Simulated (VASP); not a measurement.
Cd7S:

```
Cd S
1.0
     6.96515    0.00000    0.00000
    -3.48258    6.03200    0.00000
     0.00000    0.00000    5.55171
Cd S
7 1
Direct
  0.49963 0.99926 0.00000
  0.49963 0.50037 0.00000
  0.00074 0.50037 0.00000
  0.33925 0.16963 0.50000
  0.83037 0.16963 0.50000
  0.83037 0.66075 0.50000
  0.33333 0.66667 0.50000
  0.00000 0.00000 0.00000
```

The cell was built from a structure type or drawn by symmetry, and may not be a known phase.

| Quantity | Value |
| --- | --- |
| Program | VASP 6.6.1 |
| Task | relaxation of cell and atoms |
| Functional | PBE |
| Potentials or basis | VASP PAW PBE potentials, release 64 (Cd, S) |
| Cutoff | 600 eV |
| k mesh | 3 × 3 × 3 |
| Occupations | gaussian, width 0.2 eV |
| Spin | no spin polarisation |

At the start: pressure -4.8 GPa; volume 29.16 Å³/atom.

Task: Where does the relaxation end?

Result: Over 16 steps the energy falls by 207.7 meV/atom and the volume is 22.70 Å³/atom (-22.1 %); space group P-6m2 (No. 187, to 0.1 Å) before and after.

Step by step:
```tsv
step	energy change (eV)	largest force (eV/Å)	pressure (GPa)	volume (Å³)
1	0.0000	0.2837	-4.84	233.25
2	-0.7787	0.2927	-3.49	204.74
3	-1.0837	0.2630	-0.41	183.02
4	-1.0861	0.2594	0.22	180.32
5	-1.0865	0.2608	0.00	181.29
6	-1.1923	0.1755	0.19	179.13
7	-1.4667	0.2424	2.02	172.16
8	-1.4500	0.5820	3.74	168.57
9	-1.4758	0.3792	2.70	170.59
10	-1.5255	0.4223	2.37	171.97
11	-1.5824	0.5652	1.97	175.81
12	-1.6278	0.3935	0.89	178.85
13	-1.6485	0.2007	-0.38	183.09
14	-1.6485	0.2063	-0.35	182.95
15	-1.6540	0.1586	-0.24	182.57
16	-1.6612	0.0290	0.05	181.59
```

Final structure:
```xyz
8
Lattice="5.9736 0.0000 0.0000 -2.9868 5.1733 0.0000 0.0000 0.0000 5.8760" Properties=species:S:1:pos:R:3 pbc="T T T"
Cd    0.0000    5.1694    0.0000
Cd    1.4900    2.5886    0.0000
Cd   -1.4900    2.5886    0.0000
Cd    1.4727    0.8503    2.9380
Cd    4.5009    0.8503    2.9380
Cd    2.9868    3.4727    2.9380
Cd    0.0000    3.4489    2.9380
S     5.9736    0.0000    0.0000
```

Caveat: the k points lie up to 0.40 Å⁻¹ apart in the final cell; the volume moved by over 15 % at a fixed basis, so the end points are rough.
